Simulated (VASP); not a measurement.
Crystal: B3As2.

```
B As
1.0
     3.52457    0.00000    0.00000
     0.00000    3.52457    0.00000
     0.00000    0.00000    5.19127
B As
3 2
Direct
  0.50000 0.00000 0.99346
  0.00000 0.50000 0.99346
  0.00000 0.00000 0.27214
  0.00000 0.00000 0.72113
  0.50000 0.50000 0.28981
```

* Program: VASP 6.6.1
* Task: relaxation of cell and atoms
* Functional: PBE
* Potentials or basis: VASP PAW PBE potentials, release 64 (B, As)
* Cutoff: 600 eV
* k mesh: 6 × 6 × 4
* Occupations: gaussian, width 0.1 eV
* Spin: no spin polarisation

At the start: pressure -1.9 GPa; volume 12.90 Å³/atom.

Task: Where does the relaxation end?

Result: Over 25 steps the energy falls by 162.5 meV/atom and the volume is 12.86 Å³/atom (-0.3 %); space group P4mm (No. 99, to 0.05 Å).

The path:
| step | energy change (eV) | largest force (eV/Å) | pressure (GPa) | volume (Å³) |
| --- | --- | --- | --- | --- |
| 1 | 0.0000 | 0.6720 | -1.93 | 64.49 |
| 2 | -0.0785 | 0.4876 | 1.87 | 63.04 |
| 3 | -0.1062 | 0.4557 | 5.29 | 61.76 |
| 4 | -0.1505 | 0.4813 | 5.58 | 61.87 |
| 5 | -0.3239 | 0.4921 | 6.21 | 62.17 |
| 6 | -0.5182 | 1.7565 | 8.75 | 62.63 |
| 7 | -0.5303 | 1.5784 | 8.24 | 62.57 |
| 8 | -0.6033 | 1.4314 | 6.02 | 63.70 |
| 9 | -0.6609 | 1.1745 | 0.72 | 67.06 |
| 10 | -0.6660 | 1.1624 | 1.48 | 66.49 |
| 11 | -0.6687 | 1.3015 | 2.14 | 66.00 |
| 12 | -0.7071 | 1.0848 | 1.02 | 66.16 |
| 13 | -0.7481 | 0.5525 | -0.91 | 66.46 |
| 14 | -0.7538 | 0.3324 | -1.73 | 66.61 |
| 15 | -0.7543 | 0.2559 | -2.02 | 66.66 |
| 16 | -0.7711 | 0.2081 | -1.64 | 66.10 |
| 17 | -0.8024 | 0.0801 | -0.15 | 64.43 |
| 18 | -0.8046 | 0.1519 | 0.57 | 63.77 |
| 19 | -0.8047 | 0.1360 | 0.42 | 63.90 |
| 20 | -0.8093 | 0.1146 | 0.21 | 64.05 |
| 21 | -0.8111 | 0.0805 | 0.00 | 64.21 |
| 22 | -0.8115 | 0.0607 | 0.01 | 64.23 |
| 23 | -0.8122 | 0.0601 | 0.01 | 64.28 |
| 24 | -0.8122 | 0.0702 | 0.02 | 64.29 |
| 25 | -0.8125 | 0.0124 | -0.15 | 64.32 |

Final structure:
```
B As
1.0
     3.79492    0.00000    0.00000
     0.00000    3.79492    0.00000
     0.00000    0.00000    4.46630
B As
3 2
Direct
  0.50000 0.00000 0.01688
  0.00000 0.50000 0.01688
  0.00000 0.00000 0.23201
  0.00000 0.00000 0.72757
  0.50000 0.50000 0.27665
```
